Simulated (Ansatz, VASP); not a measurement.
# One calculation of PbI2, two programs

Contents of INCAR:

```
ALGO     = Normal         # electronic algorithm
EDIFF    = 1E-7           # SCF threshold, eV
EDIFFG   = -0.005         # ionic threshold
ENCUT    = 500            # plane-wave cutoff, eV
GGA      = PE             # functional
GGA_COMPAT= F            
IBRION   = 2              # ionic algorithm
ISIF     = 3              # what is computed and relaxed
ISMEAR   = 0              # smearing method
LASPH    = T              # aspherical terms in the spheres
LCHARG   = F              # write CHGCAR
LREAL    = F              # projectors in reciprocal space
LWAVE    = F              # write WAVECAR
NELM     = 120            # most SCF steps
NELMIN   = 4            
NSW      = 100            # ionic steps
PREC     = Accurate       # precision mode
SIGMA    = 0.02           # smearing width, eV
```

KPOINTS

```
k-points
0
Gamma
  9 9 4
```

POSCAR

```
PbI2
1.0
    4.6779478710      0.0000000000      0.0000000000
   -2.3389739355      4.0512216939      0.0000000000
    0.0000000000      0.0000000000      7.6933195126
Pb I
1 2
Direct
    0.0000000000      0.0000000000      0.0000000000
    0.3333333333      0.6666666667      0.2412178018
    0.6666666667      0.3333333333      0.7587821982
```

Input for Ansatz:

```yaml
crystal:
  lattice:
    - [4.6779478794, 0.0, 0.0]
    - [-2.3389739397, 4.0512217012, 0.0]
    - [0.0, 0.0, 7.6933195455]
  atoms:
    - { symbol: Pb, position: [0.0, 0.0, 0.0] }
    - { symbol: I, position: [0.3333333333, 0.6666666667, 0.2412177995] }
    - { symbol: I, position: [0.6666666667, 0.3333333333, 0.7587822005] }
basis:
  ecutwfc: 420
kpoints:
  mp_grid: { grid: [9, 9, 4] }
hamiltonian:
  xc: pbe
scf:
  occupations: { method: gaussian, width: 0.02 }
output:
  forces: true
  stress: true
  eigenvalues: true
  write_density: true
  write_potential: true
  elf: true
  volumetric_format: npy
relax:
  adjacent_minimum: "off"
  f_tol: 0.005
  max_steps: 80
  cell: { stress_tol: 0.05 }
```

Alike in both runs: task relaxation of cell and atoms; functional PBE; k mesh 9 × 9 × 4; occupations gaussian, width 0.02 eV; no spin polarisation.

```csv
,VASP,Ansatz
version,VASP 6.6.1,Ansatz 0.2.0
potentials or method,"VASP PAW PBE potentials, release 64 (Pb_d, I), cutoff 500 eV","scalar-relativistic, plane waves, PAW"
valence electrons in the cell,28,48
```

Ansatz gave:

```
gap on the k mesh at the Fermi level, each at its own relaxed structure (eV)  : 2.43
relaxed volume (Å³/atom)                                                      : 48.60
relaxed length of the cell vector where the two differ most in proportion (Å) : 7.693
```

Estimate VASP's values.

gap on the k mesh at the Fermi level, each at its own relaxed structure (eV): 2.43; relaxed volume (Å³/atom): 48.61; relaxed length of the cell vector where the two differ most in proportion (Å): 7.706.

VASP's potentials hold 28 valence electrons a cell and Ansatz's 48, so a difference there can come from the potentials and not from the codes.

Spin-orbit coupling is off throughout.
